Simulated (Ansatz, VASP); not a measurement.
# Two plane-wave programs on BN

The input POSCAR:

```
BN
1.0
    0.0000000000      1.8075000000      1.8075000000
    1.8075000000      0.0000000000      1.8075000000
    1.8075000000      1.8075000000      0.0000000000
B N
1 1
Direct
    0.0351293593     -0.0088124478     -0.0195898989
    0.2853257119      0.2410943420      0.2306721193
```

Contents of INCAR.step1:

```
SYSTEM = BN
ALGO = Normal
EDIFF = 1E-4
ENCUT = 520
GGA = PE
ISMEAR = 0
LASPH = .TRUE.
LCHARG = .FALSE.
LREAL = .FALSE.
LWAVE = .TRUE.
NBANDS = 11
NELM = 80
PREC = Accurate
SIGMA = 0.01
```

Contents of INCAR.step2:

```
SYSTEM = BN
ALGO = Normal
EDIFF = 1E-6
ENCUT = 520
ISIF = 2
ISMEAR = 0
ISTART = 1
LASPH = .TRUE.
LCHARG = .FALSE.
LMIXTAU = .TRUE.
LREAL = .FALSE.
LWAVE = .FALSE.
METAGGA = R2SCAN
NBANDS = 11
NELM = 80
PREC = Accurate
SIGMA = 0.01
```

File KPOINTS:

```
k-points
0
G
  7 7 7
  0 0 0
```

Input for Ansatz:

```yaml
crystal:
  lattice:
    - [0.0, 1.8075, 1.8075]
    - [1.8075, 0.0, 1.8075]
    - [1.8075, 1.8075, 0.0]
  atoms:
    - { symbol: B, position: [0.03512935933628863, -0.008812447781878188, -0.019589898948658698] }
    - { symbol: "N", position: [0.2853257118843016, 0.2410943419853275, 0.2306721193387952] }
basis:
  ecutwfc: 650.0
kpoints:
  mp_grid:
    grid: [7, 7, 7]
hamiltonian:
  xc: r2scan
scf:
  convergence:
    dr2_threshold: 1.0e-08
  occupations:
    method: fixed
output:
  forces: true
```

Alike in both runs: task single point; functional r2SCAN; k mesh 7 × 7 × 7; no spin polarisation.

```csv
,VASP,Ansatz
version,VASP 6.6.1,Ansatz 0.2.0
potentials or method,"VASP PAW PBE potentials, release 64 (B, N), cutoff 520 eV","plane waves, PAW"
occupations,"gaussian, width 0.01 eV",fixed
valence electrons in the cell,8,8
```

```csv
,VASP,Ansatz,Ansatz less VASP
rms of the force components (eV/Å),0.013,0.013,0.0000
```

VASP's potentials were made for PBE, not for r2SCAN. Atom by atom the forces differ by 0.000 eV/Å (rms over components).

The k mesh is coarse, so the values compare programs but aren't converged.
